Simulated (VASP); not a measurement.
Runs of VASP 6.6.1 on InSb (rocksalt type). The structure is that of space group Fm-3m (No. 225), or close to it. The cells are those of the table. 

```csv
cell,gap on the mesh (eV),pressure (GPa)
"a = 4.037 Å, angles 60.0°, 2 atoms",none,18.3
"a = 4.167 Å, angles 60.0°, 2 atoms",none,8.2
"a = 3.898 Å, angles 60.0°, 2 atoms",none,35.0
"a = 3.563 Å, angles 60.0°, 2 atoms",none,121.9
"a = 4.349 Å, angles 60.0°, 2 atoms",none,(a)
"a = 3.748 Å, angles 60.0°, 2 atoms",none,63.2
"a = 4.260 Å, angles 60.0°, 2 atoms",none,(b)
```

Alike in all rows: task single point; level PBE; potentials or basis VASP PAW PBE potentials, release 64 (In_d, Sb); no spin polarisation; k mesh 11 × 11 × 11; cutoff (eV) 520; smearing fermi-dirac 0.05 eV.

Q: Estimate the missing entries.

A: (a) 0.0; (b) 3.4.

Caveats: spin-orbit coupling is left out, which moves the levels of the heavy elements; the cell stands under pressure (at least some runs).

A k mesh can miss the band edges, and the runs leave out spin-orbit coupling on In, Sb.

A gap of «none» marks levels without a gap at the run's occupations.
